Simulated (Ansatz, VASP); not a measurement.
Sb: VASP beside Ansatz

The input INCAR:

```
PREC = Accurate ; ENCUT = 520
EDIFF = 1E-8 ; ISMEAR = -1
SIGMA = 0.05 ; LREAL = False
LASPH = True ; NELM = 80
ALGO = Normal ; ISIF = 2
LWAVE = False ; LCHARG = False
GGA = PS ; LEFG = True
NBANDS = 12
```

Contents of KPOINTS:

```
Automatic mesh
0
Gamma
  10 10 10
```

File POSCAR:

```
Sb
1.0
    0.0000000000      3.4945307669      3.4945307669
    3.4945307669      0.0000000000      3.4945307669
    3.4945307669      3.4945307669      0.0000000000
Sb
2
Direct
    0.0000000000      0.0000000000      0.0000000000
    0.2500000000      0.2500000000      0.2500000000
```

Input for Ansatz:

```yaml
crystal:
  lattice:
    - [0.0, 3.4945307669, 3.4945307669]
    - [3.4945307669, 0.0, 3.4945307669]
    - [3.4945307669, 3.4945307669, 0.0]
  atoms:
    - { symbol: Sb, position: [0.0, 0.0, 0.0] }
    - { symbol: Sb, position: [0.25, 0.25, 0.25] }
kpoints:
  mp_grid: { grid: [10, 10, 10] }
  band_path:
    path:
      - [0.0, 0.0, 0.0]
      - [0.5, 0.0, 0.5]
      - [0.625, 0.25, 0.625]
      - [0.375, 0.375, 0.75]
      - [0.0, 0.0, 0.0]
      - [0.5, 0.5, 0.5]
      - [0.5, 0.25, 0.75]
      - [0.5, 0.0, 0.5]
    npoints: 5
scf:
  occupations: { method: fermi_dirac, width: 0.05 }
hamiltonian:
  xc: pbesol
  pseudopotentials: { kind: paw }
output:
  forces: true
  stress: true
  eigenvalues: true
  efg: { contact_densities: true }
  write_density: true
  write_potential: true
  elf: true
  volumetric_format: npy
```

Alike in both runs: task electric field gradients; functional PBEsol; k mesh 10 × 10 × 10; occupations fermi-dirac, width 0.05 eV; no spin polarisation.

```csv
,VASP,Ansatz
version,VASP 6.6.1,Ansatz 0.2.0
potentials or method,"VASP PAW PBE potentials, release 64 (Sb)","PAW with Ansatz's default frozen-core files, scalar-relativistic"
plane-wave cutoff (eV),520,420
valence electrons in the cell,10,30
```

VASP gave:

| Quantity | Value |
| --- | --- |
| pressure (GPa) | -1.5 |

Q: What did Ansatz give for the same quantities?

A: Pressure (GPa): -1.6.

VASP's potentials were made for PBE, not for PBEsol. With one functional, cell and mesh, what is left measures potentials, basis and numerics. VASP's potentials hold 10 valence electrons a cell and Ansatz's 30, so a difference there can come from the potentials and not from the codes.

Neither program's run includes spin-orbit coupling.
